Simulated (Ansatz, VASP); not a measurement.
**Two plane-wave programs on Ru**

```xyz
2
Lattice="2.9223 0.0000 0.0000 -1.4611 2.5308 0.0000 0.0000 0.0000 4.6245" Properties=species:S:1:pos:R:3 pbc="T T T"
Ru    0.0000    1.6872    1.1561
Ru    1.4611    0.8436    3.4683
```

Change from the starting cell: strain +0.080 along x and y, +0.080 along z, atoms carried along.

Alike in both runs: task single point; functional PBEsol; k mesh 24 × 24 × 12; occupations gaussian, width 0.15 eV; no spin polarisation.

|  | VASP | Ansatz |
| --- | --- | --- |
| version | VASP 6.6.1 | Ansatz 0.2.0 |
| potentials or method | VASP PAW PBE potentials, release 64 (Ru_pv), cutoff 520 eV | scalar-relativistic, plane waves, PAW |
| valence electrons in the cell | 28 | 32 |

```tsv
	VASP	Ansatz	Ansatz less VASP
gap on the k mesh at the Fermi level (eV)	none	none	-
pressure (GPa)	-47.0	-46.8	+0.12
traceless stress, the component that is largest in VASP (GPa)	-2.40	-2.41	-0.006
```

VASP's potentials were made for PBE, not for PBEsol. A gap of «none» marks a metal or a gap that the smearing closes. Both programs put the cell under strong tension, so it lies far from rest at this level. VASP's potentials hold 28 valence electrons a cell and Ansatz's 32, so a difference there can come from the potentials and not from the codes.

Noted on VASP's run: the cell as given lies far from equilibrium.
